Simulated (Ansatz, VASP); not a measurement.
Two plane-wave programs on MgS

The input POSCAR:

```
MgS
1.0
    0.0000000000      2.7057160000      2.7057160000
    2.7057160000      0.0000000000      2.7057160000
    2.7057160000      2.7057160000      0.0000000000
Mg S
1 1
Direct
    0.0000000000      0.0000000000      0.0000000000
    0.5000000000      0.5000000000      0.5000000000
```

Contents of INCAR.step1:

```
PREC = Accurate
ENCUT = 520
ISMEAR = 0
SIGMA = 0.05
LREAL = False
LASPH = True
NELM = 80
NBANDS = 11
GGA = PE
ALGO = Normal
EDIFF = 1E-4
LWAVE = True
LCHARG = False
```

INCAR.step2

```
PREC = Accurate
ENCUT = 520
EDIFF = 1E-6
ISMEAR = 0
SIGMA = 0.05
LREAL = False
LASPH = True
NELM = 80
ALGO = Normal
ISIF = 2
LWAVE = False
LCHARG = False
METAGGA = R2SCAN
LMIXTAU = True
NBANDS = 11
ISTART = 1
```

KPOINTS

```
Automatic mesh
0
Gamma
  8 8 8
```

Input for Ansatz:

```yaml
crystal:
  lattice:
    - [0.0, 2.705716, 2.705716]
    - [2.705716, 0.0, 2.705716]
    - [2.705716, 2.705716, 0.0]
  atoms:
    - { symbol: Mg, position: [0.0, 0.0, 0.0] }
    - { symbol: S, position: [0.5, 0.5, 0.5] }
basis:
  ecutwfc: 500
kpoints:
  mp_grid: { grid: [8, 8, 8] }
hamiltonian:
  xc: r2scan
scf:
  occupations: { method: gaussian, width: 0.05 }
output:
  forces: true
  stress: true
  eigenvalues: true
```

Change from the starting cell: strain +0.040 along x and y, +0.040 along z, atoms carried along.

Alike in both runs: task single point; functional r2SCAN; k mesh 8 × 8 × 8; occupations gaussian, width 0.05 eV; no spin polarisation.

```csv
,VASP,Ansatz
version,VASP 6.6.1,Ansatz 0.2.0
potentials or method,"VASP PAW PBE potentials, release 64 (Mg, S), cutoff 520 eV","scalar-relativistic, plane waves, PAW"
valence electrons in the cell,8,16
```

```csv
,VASP,Ansatz,Ansatz less VASP
gap on the k mesh at the Fermi level (eV),3.17,3.20,+0.035
least direct gap on the mesh (eV),3.69,3.72,+0.028
pressure (GPa),-7.8,-7.4,+0.38
```

VASP's potentials were made for PBE, not for r2SCAN. VASP's potentials hold 8 valence electrons a cell and Ansatz's 16, so a difference there can come from the potentials and not from the codes.
